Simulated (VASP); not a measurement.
Here is a VASP 6.6.1 calculation.

File INCAR:

```
SYSTEM = ZnSnN2
PREC     = Accurate       ! precision mode
ENCUT    = 600            ! plane-wave cutoff, eV
EDIFF    = 1E-7           ! SCF threshold, eV
ISMEAR   = -1             ! smearing method
SIGMA    = 0.02           ! smearing width, eV
LREAL    = .FALSE.        ! projectors in reciprocal space
LASPH    = .TRUE.         ! aspherical terms in the spheres
NELM     = 100            ! most SCF steps
ALGO     = Normal         ! electronic algorithm
ISIF     = 3              ! what is computed and relaxed
LWAVE    = .FALSE.        ! write WAVECAR
LCHARG   = .FALSE.        ! write CHGCAR
GGA      = PE             ! functional
IBRION   = 2              ! ionic algorithm
NSW      = 80             ! ionic steps
EDIFFG   = -0.005         ! ionic threshold
```

KPOINTS

```
Automatic mesh
0
G
  8 8 6
  0 0 0
```

The input POSCAR:

```
ZnSnN2
1.0
    2.8809220251      0.0000000000      0.0000000000
    0.0000000000      2.8809220251      0.0000000000
    0.0000000000      0.0000000000      4.0742390000
Zn N Sn
1 2 1
Direct
    0.0000000000      0.0000000000      0.0000000000
    0.0000000000      0.0000000000      0.5000000000
    0.5000000000      0.5000000000      0.0000000000
    0.5000000000      0.5000000000      0.5000000000
```

Potentials or basis: VASP PAW PBE potentials, release 64 (Zn, N, Sn_d).

Run with:

```console
$ cat potpaw_PBE.64/Zn/POTCAR potpaw_PBE.64/N/POTCAR potpaw_PBE.64/Sn_d/POTCAR > POTCAR
$ mpirun -np 1 vasp_std > vasp.out
```

Task: Predict the relaxed volume.

Result: 11.55 Å³/atom.

Task: Estimate the band gap on the k mesh.

Result: Zero (band 18 reaches 7.91 eV, above the bottom of band 19 at 5.43 eV).

Step by step:
```csv
step,energy change (eV),largest force (eV/Å),pressure (GPa),volume (Å³)
1,0.0000,0.0000,107.18,33.82
2,-0.1016,0.0000,-28.77,69.70
3,-3.0690,0.0000,-4.00,47.37
4,-3.0818,0.0000,-1.77,46.64
5,-3.0845,0.0000,0.00,46.13
6,-3.0887,0.0000,0.14,46.10
7,-3.0920,0.0000,0.55,46.03
8,-3.0920,0.0000,-0.57,46.34
9,-3.0922,0.0000,-0.01,46.19
10,-3.0922,0.0000,-0.03,46.19
11,-3.0922,0.0000,-0.01,46.19
```

Caveat: the volume moved by over 15 % at a fixed basis, so the end points are rough; spin-orbit coupling is left out, which moves the levels of the heavy elements.
